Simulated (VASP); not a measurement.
# LiCl (Fm-3m) in VASP: further runs, part 2 of 2

VASP 6.6.1. The steps go on from the part before.

## (4) Single point, r2SCAN

This run uses another cell than the first one, of 16.70 Å³/atom, 1.064 times its volume.

POSCAR

```
LiCl
1.0
    0.0000000000      2.5560252091      2.5560252091
    2.5560252091      0.0000000000      2.5560252091
    2.5560252091      2.5560252091      0.0000000000
Li Cl
1 1
Direct
    0.0000000000      0.0000000000      0.0000000000
    0.5000000000      0.5000000000      0.5000000000
```

INCAR.step1

```
ALGO     = Normal         # electronic algorithm
EDIFF    = 1E-4           # SCF threshold, eV
ENCUT    = 520            # plane-wave cutoff, eV
GGA      = PE             # functional
ISMEAR   = 0              # smearing method
LASPH    = True           # aspherical terms in the spheres
LCHARG   = False          # write CHGCAR
LREAL    = False          # projectors in reciprocal space
LWAVE    = True           # write WAVECAR
NBANDS   = 12             # bands
NELM     = 100            # most SCF steps
PREC     = Accurate       # precision mode
SIGMA    = 0.01           # smearing width, eV
```

INCAR.step2

```
ALGO     = Normal         # electronic algorithm
EDIFF    = 1E-6           # SCF threshold, eV
ENCUT    = 520            # plane-wave cutoff, eV
ISIF     = 2              # what is computed and relaxed
ISMEAR   = 0              # smearing method
ISTART   = 1            
LASPH    = True           # aspherical terms in the spheres
LCHARG   = False          # write CHGCAR
LMIXTAU  = True         
LREAL    = False          # projectors in reciprocal space
LWAVE    = False          # write WAVECAR
METAGGA  = R2SCAN         # meta-GGA
NBANDS   = 12             # bands
NELM     = 100            # most SCF steps
PREC     = Accurate       # precision mode
SIGMA    = 0.01           # smearing width, eV
```

KPOINTS

```
k-points
0
Gamma
  8 8 8
```

Potentials or basis: VASP PAW PBE potentials, release 64 (Li_sv, Cl).

Started as:

```
$ cat potpaw_PBE.64/Li_sv/POTCAR potpaw_PBE.64/Cl/POTCAR > POTCAR
$ cp INCAR.step1 INCAR
$ mpirun -np 1 vasp_std > vasp.out
$ cp INCAR.step2 INCAR
$ mpirun -np 1 vasp_std > vasp.out
```

OUTCAR:

```text
EDIFF = 1E-6
   ENCUT = 520
   ISIF = 2
   ISMEAR = 0
   ISTART = 1
   LASPH = True
   LREAL = False
   METAGGA = R2SCAN
   NELM = 100
   PREC = Accurate

 ion  position               nearest neighbor table
   1  0.000  0.000  0.000-   2 2.56   2 2.56   2 2.56   2 2.56   2 2.56   2 2.56
   2  0.500  0.500  0.500-   1 2.56   1 2.56   1 2.56   1 2.56   1 2.56   1 2.56

  LATTYP: Found a face centered cubic cell.
 ALAT       =     5.1120504182

  Lattice vectors:

 A1 = (   0.0000000000,   2.5560252091,   2.5560252091)
 A2 = (   2.5560252091,   0.0000000000,   2.5560252091)
 A3 = (   2.5560252091,   2.5560252091,   0.0000000000)

Analysis of symmetry for initial positions (statically):
=====================================================================
 Subroutine PRICEL returns:
 Original cell was already a primitive cell.

 Routine SETGRP: Setting up the symmetry group for a
 face centered cubic supercell.

 Subroutine GETGRP returns: Found 48 space group operations
 (whereof 48 operations were pure point group operations)
 out of a pool of 48 trial point group operations.

The static configuration has the point symmetry O_h .

Analysis of symmetry for dynamics (positions and initial velocities):
=====================================================================
 Subroutine PRICEL returns:
 Original cell was already a primitive cell.

 Routine SETGRP: Setting up the symmetry group for a
 face centered cubic supercell.

 Subroutine GETGRP returns: Found 48 space group operations
 (whereof 48 operations were pure point group operations)
 out of a pool of 48 trial point group operations.

The dynamic configuration has the point symmetry O_h .

 Subroutine INISYM returns: Found 48 space group operations
 (whereof 48 operations are pure point group operations),
 and found     1 'primitive' translations

----------------------------------------------------------------------------------------

                                     Primitive cell

  volume of cell :      33.3984

  direct lattice vectors                    reciprocal lattice vectors
     0.000000000  2.556025209  2.556025209    -0.195616224  0.195616224  0.195616224
     2.556025209  0.000000000  2.556025209     0.195616224 -0.195616224  0.195616224
     2.556025209  2.556025209  0.000000000     0.195616224  0.195616224 -0.195616224

  length of vectors
     3.614765516  3.614765516  3.614765516     0.338817239  0.338817239  0.338817239

  position of ions in fractional coordinates (direct lattice)
     0.000000000  0.000000000  0.000000000
     0.500000000  0.500000000  0.500000000

  ion indices of the primitive-cell ions
   primitive index   ion index
                 1           1
                 2           2

----------------------------------------------------------------------------------------

 KPOINTS: k-points

Automatic generation of k-mesh.
 Grid dimensions read from file:
 generate k-points for:    8    8    8

 Generating k-lattice:

  Cartesian coordinates                     Fractional coordinates (reciprocal lattice)
    -0.024452028  0.024452028  0.024452028     0.125000000  0.000000000  0.000000000
     0.024452028 -0.024452028  0.024452028     0.000000000  0.125000000  0.000000000
     0.024452028  0.024452028 -0.024452028     0.000000000  0.000000000  0.125000000

  Length of vectors
     0.042352155  0.042352155  0.042352155

  Shift w.r.t. Gamma in fractional coordinates (k-lattice)
     0.000000000  0.000000000  0.000000000

 Subroutine IBZKPT returns following result:
 ===========================================

 Found     29 irreducible k-points:

 Following reciprocal coordinates:
            Coordinates               Weight
  0.000000  0.000000  0.000000      1.000000
  0.125000  0.000000  0.000000      8.000000
  0.250000  0.000000  0.000000      8.000000
  0.375000  0.000000  0.000000      8.000000
  0.500000  0.000000  0.000000      4.000000
  0.125000  0.125000  0.000000      6.000000
[... 16 lines left out ...]
  0.500000  0.250000  0.125000     48.000000
 -0.375000  0.250000  0.125000     24.000000
 [... further k-points ...]
   k-points           NKPTS =     29   k-points in BZ     NKDIM =     29   number of bands    NBANDS=     12
   number of dos      NEDOS =    301   number of ions     NIONS =      2
   total plane-waves  NPLWV =  21952
   dimension x,y,z NGX =    28 NGY =   28 NGZ =   28
   dimension x,y,z NGXF=    56 NGYF=   56 NGZF=   56
   ions per type =               1   1
   NGX,Y,Z   is equivalent  to a cutoff of  12.88, 12.88, 12.88 a.u.
   NGXF,Y,Z  is equivalent  to a cutoff of  25.75, 25.75, 25.75 a.u.
 SYSTEM =  unknown system
   PREC   = accura    normal or accurate (medium, high low for compatibility)
   ISTART =      1    job   : 0-new  1-cont  2-samecut
   ICHARG =      0    charge: 1-file 2-atom 10-const
   ISPIN  =      1    spin polarized calculation?
   LNONCOLLINEAR =      F non collinear calculations
   LSORBIT =      F    spin-orbit coupling
   LASPH  =      T    aspherical Exc in radial PAW
   ENCUT  =  520.0 eV  38.22 Ry    6.18 a.u.   6.72  6.72  6.72*2*pi/ulx,y,z
   NELM   =    100;   NELMIN=  2; NELMDL=  0     # of ELM steps
   EDIFF  = 0.1E-05   stopping-criterion for ELM
   LREAL  =      F    real-space projection
   EDIFFG = 0.1E-04   stopping-criterion for IOM
   NSW    =      0    number of steps for IOM
   IBRION =     -1    ionic relax: 0-MD 1-quasi-New 2-CG
   NFREE  =      0    steps in history (QN), initial steepest desc. (CG)
   ISIF   =      2    stress and relaxation
   ISYM   =      2    0-nonsym 1-usesym 2-fastsym
   POTIM  = 0.5000    time-step for ionic-motion
   TEBEG  =    0.0;   TEEND  =   0.0 temperature during run
   PSTRESS=    0.0 pullay stress
   NELECT =      10.0000    total number of electrons
   NUPDOWN=      -1.0000    fix difference up-down
   EMIN   =  10.00;   EMAX   =-10.00  energy-range for DOS
   EFERMI =   0.00;   METHOD = LEGACY
   ISMEAR =     0;   SIGMA  =   0.01  broadening in eV -4-tet -1-fermi 0-gaus
   EFERMI_NEDOS =   21; number of points for ismear=-14 and -15
   IALGO  =     38    algorithm
   IMIX   =      4    mixing-type and parameters
     AMIX     =   0.40;   BMIX     =  1.00
     AMIX_MAG =   1.60;   BMIX_MAG =  1.00
  volume/ion in A,a.u.               =      16.70       112.69
  Fermi-wavevector in a.u.,A,eV,Ry     =   1.095216  2.069658 16.320156  1.199498
  Thomas-Fermi vector in A             =   2.231535
   LORBIT       =      0    0 simple, 1 ext, 2 COOP (PROOUT), +10 PAW based schemes
   METAGGA = R2SCAN    functional components
   LHFCALC =     F    Hartree Fock is set to
   AEXX    =    0.0000 exact exchange contribution
   IVDW    =     0    specifies the selected vdW correction
   LEPSILON=     F    determine dielectric tensor
   LRPA    =     F    only Hartree local field effects (RPA)
 non-spin polarized calculation
 Gauss-broadening in eV      SIGMA  =   0.01
  energy-cutoff  :      520.00
  volume of cell :       33.40
 maximum number of plane-waves:       934
   NGX = 13   NGY = 13   NGZ = 13

 number of electron      10.0000003 magnetization

 Free energy of the ion-electron system (eV)
  ---------------------------------------------------
  ext. energy  EPLUGINS =         0.00000000
  ---------------------------------------------------
  free energy    TOTEN  =       -12.58810415 eV

  energy without entropy =      -12.58810415  energy(sigma->0) =      -12.58810415

 E-fermi :   0.3805     XC(G=0):  -9.2110

 val. band max:        0.2664066884   @ k =   0.0000   0.0000   0.0000
 cond. band min:       7.6268157874   @ k =   0.0000   0.0000   0.0000
 fundamental gap:      7.3604090990
 Fermi energy:         0.3804933572

 k-point     1 :       0.0000    0.0000    0.0000
  band No.  band energies     occupation
      1     -44.5315      2.00000
      2     -13.7544      2.00000
      3       0.2664      2.00000
      4       0.2664      2.00000
      5       0.2664      2.00000
      6       7.6268      0.00000
      7      12.9371      0.00000
      8      12.9371      0.00000
      9      12.9371      0.00000
     10      15.6738      0.00000
     11      15.6738      0.00000
     12      16.1905      0.00000
[... 331 lines left out ...]
 k-point    24 :      -0.3750    0.2500    0.1250
  band No.  band energies     occupation
      1     -44.5284      2.00000
      2     -13.0367      2.00000
      3      -2.3435      2.00000
      4      -1.0766      2.00000
      5      -0.3389      2.00000
      6       9.3094      0.00000
      7      10.4483      0.00000
      8      11.7226      0.00000
      9      13.0889      0.00000
     10      16.8158      0.00000
     11      17.6712      0.00000
     12      19.5277      0.00000

 [... further k-points ...]
[... 5 lines left out ...]
  --------------------------------------------------------------------------------------
  -------------------------------------------------------------------------------------
  Total       -0.0986397     -0.0986397     -0.0986397     -0.0000000     -0.0000000     -0.0000000
  in kB       -4.7319172     -4.7319172     -4.7319172     -0.0000000     -0.0000000     -0.0000000
  external PRESSURE =      -4.7319172 kB  Pullay stress =       0.0000000 kB

 VOLUME and BASIS-vectors are now :
 -----------------------------------------------------------------------------
  energy-cutoff  :      520.00
  volume of cell :       33.40
      direct lattice vectors                 reciprocal lattice vectors
     0.000000000  2.556025209  2.556025209    -0.195616224  0.195616224  0.195616224
     2.556025209  0.000000000  2.556025209     0.195616224 -0.195616224  0.195616224
     2.556025209  2.556025209  0.000000000     0.195616224  0.195616224 -0.195616224

 POSITION                                       TOTAL-FORCE (eV/Angst)
 -----------------------------------------------------------------------------------
      0.00000      0.00000      0.00000         0.000000      0.000000     -0.000000
      2.55603      2.55603      2.55603        -0.000000     -0.000000      0.000000
 -----------------------------------------------------------------------------------
    total drift:                                0.000000      0.000000      0.000000

  FREE ENERGIE OF THE ION-ELECTRON SYSTEM (eV)
  ---------------------------------------------------
  free  energy   TOTEN  =       -12.5881041544 eV

  energy  without entropy=      -12.5881041544  energy(sigma->0) =      -12.58810415
```

It took 63 s on 1 thread of Intel Xeon Platinum 8488C (Sapphire Rapids), shared host; peak memory 0.16 GiB.

What came out:

| Item | Value |
| --- | --- |
| Free energy | -12.5881 eV |
| Band gap on the k mesh | 7.36 eV, direct |

Levels at points of the mesh, in eV from the valence-band top:
```tsv
k point	band 3	band 4	band 5	band 6	band 7	band 8
(0.00, 0.00, 0.00)	0.00	0.00	0.00	7.36	12.67	12.67
(0.50, 0.00, 0.00)	-2.88	-0.28	-0.28	7.55	10.32	10.32
(0.50, 0.50, 0.00)	-2.98	-1.14	-1.14	8.79	8.91	13.67
```

Caveat: the cutoff is under 1.25 times the usual one of these potentials, so pressure, stress and relaxed cells hold a basis-set (Pulay) error; the PAW data sets were made with another functional, which shifts forces and pressure a little.

## (5) Single point, r2SCAN (volume changed by +3%)

POSCAR

```
LiCl
1.0
    0.0000000000      2.5813340353      2.5813340353
    2.5813340353      0.0000000000      2.5813340353
    2.5813340353      2.5813340353      0.0000000000
Li Cl
1 1
Direct
    0.0000000000      0.0000000000      0.0000000000
    0.5000000000      0.5000000000      0.5000000000
```

INCAR.step1

```
SYSTEM = LiCl
PREC = Accurate
ENCUT = 520
ISMEAR = 0
SIGMA = 0.01
LREAL = .FALSE.
LASPH = .TRUE.
NELM = 60
NBANDS = 12
GGA = PE
ALGO = Normal
EDIFF = 1E-4
LWAVE = .TRUE.
LCHARG = .FALSE.
```

INCAR.step2

```
SYSTEM = LiCl
PREC = Accurate
ENCUT = 520
EDIFF = 1E-6
ISMEAR = 0
SIGMA = 0.01
LREAL = .FALSE.
LASPH = .TRUE.
NELM = 60
ALGO = Normal
ISIF = 2
LWAVE = .FALSE.
LCHARG = .FALSE.
METAGGA = R2SCAN
LMIXTAU = .TRUE.
NBANDS = 12
ISTART = 1
```

KPOINTS

```
regular mesh
0
G
  8 8 8
  0 0 0
```

Started as:

```
$ cat potpaw_PBE.64/Li_sv/POTCAR potpaw_PBE.64/Cl/POTCAR > POTCAR
$ cp INCAR.step1 INCAR
$ mpirun -np 1 vasp_std > vasp.out
$ cp INCAR.step2 INCAR
$ mpirun -np 1 vasp_std > vasp.out
```

Run time: 69 s. Hardware: 1 thread of Intel Xeon Platinum 8488C (Sapphire Rapids), shared host; peak memory 0.16 GiB.

It converged, with:

```yaml
Free_energy: -12.5822 eV
Band_gap_on_the_k_mesh: 7.18 eV, direct
```

Levels at points of the mesh, in eV from the valence-band top:
| k point | band 3 | band 4 | band 5 | band 6 | band 7 | band 8 |
| --- | --- | --- | --- | --- | --- | --- |
| (0.00, 0.00, 0.00) | 0.00 | 0.00 | 0.00 | 7.18 | 12.65 | 12.65 |
| (0.50, 0.00, 0.00) | -2.76 | -0.26 | -0.26 | 7.51 | 10.30 | 10.31 |
| (0.50, 0.50, 0.00) | -2.85 | -1.09 | -1.09 | 8.73 | 8.95 | 13.40 |

Caveat: the cell differs from its parent crystal (volume changed by +3%); the cutoff is under 1.25 times the usual one of these potentials, so pressure, stress and relaxed cells hold a basis-set (Pulay) error; the PAW data sets were made with another functional, which shifts forces and pressure a little. A k mesh can miss the band edges.

## (6) Single point, r2SCAN (volume changed by +6%)

POSCAR

```
LiCl
1.0
    0.0000000000      2.6061560776      2.6061560776
    2.6061560776      0.0000000000      2.6061560776
    2.6061560776      2.6061560776      0.0000000000
Li Cl
1 1
Direct
    0.0000000000      0.0000000000      0.0000000000
    0.5000000000      0.5000000000      0.5000000000
```

INCAR.step1

```
ALGO     = Normal         # electronic algorithm
EDIFF    = 1E-4           # SCF threshold, eV
ENCUT    = 520            # plane-wave cutoff, eV
GGA      = PE             # functional
ISMEAR   = 0              # smearing method
LASPH    = True           # aspherical terms in the spheres
LCHARG   = False          # write CHGCAR
LREAL    = False          # projectors in reciprocal space
LWAVE    = True           # write WAVECAR
NBANDS   = 12             # bands
NELM     = 100            # most SCF steps
PREC     = Accurate       # precision mode
SIGMA    = 0.01           # smearing width, eV
```

INCAR.step2

```
ALGO     = Normal         # electronic algorithm
EDIFF    = 1E-6           # SCF threshold, eV
ENCUT    = 520            # plane-wave cutoff, eV
ISIF     = 2              # what is computed and relaxed
ISMEAR   = 0              # smearing method
ISTART   = 1            
LASPH    = True           # aspherical terms in the spheres
LCHARG   = True           # write CHGCAR
LELF     = True           # ELF
LMIXTAU  = True         
LREAL    = False          # projectors in reciprocal space
LVHAR    = True         
LWAVE    = False          # write WAVECAR
METAGGA  = R2SCAN         # meta-GGA
NBANDS   = 12             # bands
NELM     = 100            # most SCF steps
PREC     = Accurate       # precision mode
SIGMA    = 0.01           # smearing width, eV
```

KPOINTS

```
k-points
0
Gamma
  8 8 8
```

Potentials or basis: VASP PAW PBE potentials, release 64 (Li_sv, Cl).

Started as:

```
$ cat potpaw_PBE.64/Li_sv/POTCAR potpaw_PBE.64/Cl/POTCAR > POTCAR
$ cp INCAR.step1 INCAR
$ mpirun -np 1 vasp_std > vasp.out
$ cp INCAR.step2 INCAR
$ mpirun -np 1 vasp_std > vasp.out
```

OUTCAR:

```text
EDIFF = 1E-6
   ENCUT = 520
   ISIF = 2
   ISMEAR = 0
   ISTART = 1
   LASPH = True
   LREAL = False
   METAGGA = R2SCAN
   NELM = 100
   PREC = Accurate

 ion  position               nearest neighbor table
   1  0.000  0.000  0.000-   2 2.61   2 2.61   2 2.61   2 2.61   2 2.61   2 2.61
   2  0.500  0.500  0.500-   1 2.61   1 2.61   1 2.61   1 2.61   1 2.61   1 2.61

  LATTYP: Found a face centered cubic cell.
 ALAT       =     5.2123121552

  Lattice vectors:

 A1 = (   0.0000000000,   2.6061560776,   2.6061560776)
[... 538 lines left out ...]
      8      11.1593      0.00000
      9      12.2749      0.00000
     10      16.1000      0.00000
     11      16.8236      0.00000
     12      18.7143      0.00000

 [... further k-points ...]
[... 5 lines left out ...]
  --------------------------------------------------------------------------------------
  -------------------------------------------------------------------------------------
  Total       -0.5166487     -0.5166487     -0.5166487      0.0000000      0.0000000      0.0000000
  in kB      -23.3816227    -23.3816227    -23.3816227      0.0000000      0.0000000      0.0000000
  external PRESSURE =     -23.3816227 kB  Pullay stress =       0.0000000 kB

 VOLUME and BASIS-vectors are now :
 -----------------------------------------------------------------------------
  energy-cutoff  :      520.00
  volume of cell :       35.40
      direct lattice vectors                 reciprocal lattice vectors
     0.000000000  2.606156078  2.606156078    -0.191853437  0.191853437  0.191853437
     2.606156078  0.000000000  2.606156078     0.191853437 -0.191853437  0.191853437
     2.606156078  2.606156078  0.000000000     0.191853437  0.191853437 -0.191853437

 POSITION                                       TOTAL-FORCE (eV/Angst)
 -----------------------------------------------------------------------------------
      0.00000      0.00000      0.00000        -0.000000     -0.000000     -0.000000
      2.60616      2.60616      2.60616         0.000000      0.000000      0.000000
 -----------------------------------------------------------------------------------
    total drift:                                0.000000      0.000000      0.000000

  FREE ENERGIE OF THE ION-ELECTRON SYSTEM (eV)
  ---------------------------------------------------
  free  energy   TOTEN  =       -12.5704841963 eV

  energy  without entropy=      -12.5704841963  energy(sigma->0) =      -12.57048420
```

OSZICAR.step1:

```text
N       E                     dE             d eps       ncg     rms          rms(c)
DAV:   1     0.415756447142E+02    0.41576E+02   -0.39899E+03   696   0.756E+02
DAV:   2    -0.478086213861E+01   -0.46357E+02   -0.44585E+02   848   0.142E+02
DAV:   3    -0.737930383323E+01   -0.25984E+01   -0.25909E+01   908   0.353E+01
DAV:   4    -0.745014170096E+01   -0.70838E-01   -0.70807E-01   988   0.594E+00
DAV:   5    -0.745161585807E+01   -0.14742E-02   -0.14741E-02   920   0.613E-01    0.234E+00
DAV:   6    -0.737495295741E+01    0.76663E-01   -0.16769E-01   884   0.189E+00    0.166E+00
DAV:   7    -0.737722034267E+01   -0.22674E-02   -0.52142E-02  1036   0.118E+00    0.922E-01
DAV:   8    -0.738185406483E+01   -0.46337E-02   -0.70643E-03   808   0.578E-01    0.161E-01
DAV:   9    -0.738180846334E+01    0.45601E-04   -0.24782E-04   864   0.110E-01
   1 F= -.73818085E+01 E0= -.73818085E+01  d E =-.365232-112
```

Wall time 55 s (1 thread of Intel Xeon Platinum 8488C (Sapphire Rapids), shared host); peak memory 0.16 GiB.

Results:

- Free energy: -12.5705 eV
- Band gap on the k mesh: 7.01 eV, direct

Caveat: the cell differs from its parent crystal (volume changed by +6%); the cutoff is under 1.25 times the usual one of these potentials, so pressure, stress and relaxed cells hold a basis-set (Pulay) error; the PAW data sets were made with another functional, which shifts forces and pressure a little. A k mesh can miss the band edges.

## (7) The runs side by side

| cell | gap on the mesh (eV) |
| --- | --- |
| a = 3.541 Å, angles 60.0°, 2 atoms | 7.62 |
| a = 3.578 Å, angles 60.0°, 2 atoms | 7.57 |
| a = 3.615 Å, angles 60.0°, 2 atoms | 7.36 |
| a = 3.651 Å, angles 60.0°, 2 atoms | 7.18 |
| a = 3.686 Å, angles 60.0°, 2 atoms | 7.01 |

Alike in all rows: task single point; level r2SCAN; potentials or basis VASP PAW PBE potentials, release 64 (Li_sv, Cl); no spin polarisation; k mesh 8 × 8 × 8; cutoff (eV) 520; smearing gaussian 0.01 eV.

Caveats: the cutoff is under 1.25 times the usual one of these potentials, so pressure, stress and relaxed cells hold a basis-set (Pulay) error; the PAW data sets were made with another functional, which shifts forces and pressure a little.

Absolute energies hang on the potentials; compare differences alone.
